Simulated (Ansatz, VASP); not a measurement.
## Nb in VASP and in Ansatz

```
Nb
1.0
    -1.65177    1.65177    1.65177
     1.65177   -1.65177    1.65177
     1.65177    1.65177   -1.65177
Nb
1
Direct
  0.00000 0.00000 0.00000
```

Alike in both runs: functional r2SCAN; k mesh 20 × 20 × 20; occupations gaussian, width 0.2 eV; no spin polarisation.

Ansatz relaxed the structure, and its values are those at the end. VASP's run is a single point on that final structure, the one shown.

|  | VASP | Ansatz |
| --- | --- | --- |
| version | VASP 6.6.1 | Ansatz 0.2.0 |
| potentials or method | VASP PAW PBE potentials, release 64 (Nb_sv) | scalar-relativistic, plane waves, PAW |
| plane-wave cutoff (eV) | 520 | 500 |
| valence electrons in the cell | 13 | 13 |

|  | VASP | Ansatz | Ansatz less VASP |
| --- | --- | --- | --- |
| gap on the k mesh at the Fermi level (eV) | none | none | - |
| pressure (GPa) | -0.2 | 0.0 | +0.21 |

VASP's potentials were made for PBE, not for r2SCAN. A gap of «none» marks a metal or a gap that the smearing closes. With one functional, cell and mesh, what is left measures potentials, basis and numerics.
